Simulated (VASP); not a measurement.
# PbSe (Clausthalite): single point with PBEsol

Crystal: PbSe (Clausthalite).

```
Pb Se
1.0
     0.00000    3.06065    3.06065
     3.06065    0.00000    3.06065
     3.06065    3.06065    0.00000
Pb Se
1 1
Direct
  0.00000 0.00000 0.00000
  0.50000 0.50000 0.50000
```

```yaml
Program: VASP 6.6.1
Task: single point
Functional: PBEsol
Potentials_or_basis: VASP PAW PBE potentials, release 64 (Pb_d, Se)
Cutoff: 520 eV
k_mesh: 7 × 7 × 7
Occupations: fermi-dirac, width 0.1 eV
Spin: no spin polarisation
```

| Item | Value |
| --- | --- |
| Pressure | -0.6 GPa |

Levels at points of the mesh, in eV from the Fermi level:
| k point | band 8 | band 9 | band 10 | band 11 | band 12 | band 13 |
| --- | --- | --- | --- | --- | --- | --- |
| (0.00, 0.00, 0.00) | -2.04 | -2.04 | -2.04 | 4.51 | 4.51 | 4.51 |

Wall time 7.5 s on 1 thread of Intel(R) Xeon(R) 6975P-C (Granite Rapids), on a shared host, peak memory 0.17 GiB.

Caveat: this odd mesh misses L, where the gap lies, so gap, dielectric constants and Born charges aren't listed; the PAW data sets were made with another functional, which shifts forces and pressure a little; spin-orbit coupling is left out, which moves the levels of the heavy elements.
